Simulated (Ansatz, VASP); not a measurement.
## BiAs in VASP and in Ansatz

```
As Bi
1.0
     0.00000    3.42229    3.21902
     3.42229    0.00000    3.21902
     3.42229    3.42229    0.00000
As Bi
1 1
Direct
  0.00000 0.00000 0.00000
  0.25000 0.25000 0.25000
```

Change from the starting cell: z stretched by -4 % at fixed volume.

Alike in both runs: task single point; functional PBE; k mesh 10 × 10 × 10; occupations fermi-dirac, width 0.05 eV; no spin polarisation.

|  | VASP | Ansatz |
| --- | --- | --- |
| version | VASP 6.6.1 | Ansatz 0.2.0 |
| potentials or method | VASP PAW PBE potentials, release 64 (As, Bi_d), cutoff 520 eV | all-electron LAPW, scalar-relativistic |

```csv
,VASP,Ansatz,Ansatz less VASP
pressure (GPa),-0.1,-0.1,+0.01
"traceless stress, the component that is largest in VASP (GPa)",-0.05,-0.05,0.000
```

Ansatz ran all-electron here, and VASP with PAW potentials.

Spin-orbit coupling is off throughout.
